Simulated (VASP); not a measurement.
Input of a VASP 6.6.1 run:

The input INCAR:

```
SYSTEM = Ta2N
PREC = Accurate ; ENCUT = 520
EDIFF = 1E-6 ; ISMEAR = 0
SIGMA = 0.15 ; LREAL = .False.
LASPH = .True. ; NELM = 60
ALGO = Normal ; ISIF = 2
LWAVE = .False. ; LCHARG = .False.
GGA = CA ; NBANDS = 50
```

The input KPOINTS:

```
Automatic mesh
0
Gamma
  9 9 8
  0 0 0
```

Contents of POSCAR:

```
Ta2N
1.0
    5.3378662704      0.0000000000      0.0000000000
   -2.6689331352      4.6227277921      0.0000000000
    0.0000000000      0.0000000000      4.6861127988
Ta N
6 3
Direct
    0.6669289619      0.6669289619      0.7526041962
    0.0000000000      0.3330710381      0.7526041962
    0.3330710381      0.0000000000      0.7526041962
    0.3330710381      0.3330710381      0.2473958038
    0.0000000000      0.6669289619      0.2473958038
    0.6669289619      0.0000000000      0.2473958038
    0.6666666667      0.3333333333      0.5000000000
    0.3333333333      0.6666666667      0.5000000000
    0.0000000000      0.0000000000      0.0000000000
```

Potentials or basis: VASP PAW LDA potentials, release 64 (Ta_pv, N).

Run with:

```bash
$ cat potpaw_LDA.64/Ta_pv/POTCAR potpaw_LDA.64/N/POTCAR > POTCAR
$ mpirun -np 1 vasp_std > vasp.out
```

**Question.** Predict the largest force.

**Answer.** 0.082 eV/Å.

**Question.** Estimate the pressure.

**Answer.** 2.3 GPa.

Stress tensor (GPa, compression positive):
```
-3.92  0.00  0.00
 0.00 -3.92  0.00
 0.00  0.00 14.75
```
